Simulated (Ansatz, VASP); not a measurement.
**WI6: VASP beside Ansatz**

```
CELL_PARAMETERS angstrom
10.46751 0.00000 0.00000
-5.23376 9.06513 0.00000
0.00000 0.00000 3.01886
ATOMIC_POSITIONS crystal
W 0.00000 0.00000 0.00000
I 0.33402 0.00000 0.50000
I 0.66598 0.00000 0.50000
I 0.00000 0.33402 0.50000
I 0.00000 0.66598 0.50000
I 0.66598 0.66598 0.50000
I 0.33402 0.33402 0.50000
```

Change from the starting cell: species swapped into the SmC6 type (P6/mmm, No. 191).

Alike in both runs: task relaxation of cell and atoms; functional PBE; k mesh 3 × 3 × 6; occupations gaussian, width 0.1 eV; no spin polarisation.

```csv
,VASP,Ansatz
version,VASP 6.6.1,Ansatz 0.2.0
potentials or method,"VASP PAW PBE potentials, release 64 (W_sv, I), cutoff 500 eV","scalar-relativistic, plane waves, PAW"
valence electrons in the cell,56,116
```

Ansatz gave:

| Property | Result |
| --- | --- |
| gap on the k mesh at the Fermi level, each at its own relaxed structure (eV) | none |
| relaxed volume (Å³/atom) | 40.14 |
| relaxed length of the cell vector where the two differ most in proportion (Å) | 10.133 |

Question: What did VASP give for the same quantities?

Answer: gap on the k mesh at the Fermi level, each at its own relaxed structure (eV): none; relaxed volume (Å³/atom): 39.68; relaxed length of the cell vector where the two differ most in proportion (Å): 10.081.

A gap of «none» marks a metal or a gap that the smearing closes. VASP's potentials hold 56 valence electrons a cell and Ansatz's 116, so a difference there can come from the potentials and not from the codes.

Neither program's run includes spin-orbit coupling.
